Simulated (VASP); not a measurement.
A run of VASP 6.6.1 is set up as follows.

The input INCAR:

```
SYSTEM = Be2H3
PREC = Accurate
ENCUT = 520
EDIFF = 1E-7
ISMEAR = 0
SIGMA = 0.1
LREAL = .False.
LASPH = .True.
NELM = 100
ALGO = Normal
ISIF = 2
LWAVE = .False.
LCHARG = .False.
GGA = PE
NBANDS = 12
```

Contents of KPOINTS:

```
Automatic mesh
0
Gamma
  18 18 8
  0 0 0
```

POSCAR

```
Be2H3
1.0
    2.4746747110      0.0000000000      0.0000000000
   -1.2373373555      2.1431311659      0.0000000000
    0.0000000000      0.0000000000      5.6858629711
Be H
2 3
Direct
    0.3333333333      0.6666666667      0.1924459711
    0.6666666667      0.3333333333      0.8075540289
    0.0000000000      0.0000000000      0.0000000000
    0.3333333333      0.6666666667      0.6819537018
    0.6666666667      0.3333333333      0.3180462982
```

Potentials or basis: VASP PAW PBE potentials, release 64 (Be, H).

Command:

```console
$ cat potpaw_PBE.64/Be/POTCAR potpaw_PBE.64/H/POTCAR > POTCAR
$ mpirun -np 1 vasp_std > vasp.out
```

Q: Estimate the band gap on the k mesh.

A: Zero (an odd number of electrons rules out a gap without spin polarisation).

Q: Estimate the pressure.

A: -0.1 GPa.

Q: What does it give for the largest force?

A: 0.006 eV/Å.

Forces in eV/Å, atoms in the order of the input:
```
Be   0.000  0.000 -0.004
Be   0.000  0.000  0.004
H    0.000  0.000  0.000
H    0.000  0.000 -0.006
H    0.000  0.000  0.006
```

Caveat: an odd number of electrons without spin polarisation forces a metal; a magnetic or distorted state may lie lower.
